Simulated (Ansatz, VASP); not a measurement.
Two plane-wave programs on Pd3PbC

```
Pd Pb C
1.0
     4.35552    0.00000    0.00000
     0.00000    4.35552    0.00000
     0.00000    0.00000    4.35552
Pd Pb C
3 1 1
Direct
  0.00000 0.50000 0.50000
  0.50000 0.50000 0.00000
  0.50000 0.00000 0.50000
  0.00000 0.00000 0.00000
  0.50000 0.50000 0.50000
```

Alike in both runs: task single point; functional PBE; k mesh 6 × 6 × 6; occupations fermi-dirac, width 0.1 eV; no spin polarisation.

|  | VASP | Ansatz |
| --- | --- | --- |
| version | VASP 6.6.1 | Ansatz 0.2.0 |
| potentials or method | VASP PAW PBE potentials, release 64 (Pd, Pb_d, C), cutoff 520 eV | plane waves, PAW |
| valence electrons in the cell | 48 | 72 |

```csv
,VASP,Ansatz,Ansatz less VASP
pressure (GPa),-5.8,-5.8,+0.02
```

VASP's potentials hold 48 valence electrons a cell and Ansatz's 72, so a difference there can come from the potentials and not from the codes.

Neither program's run includes spin-orbit coupling.
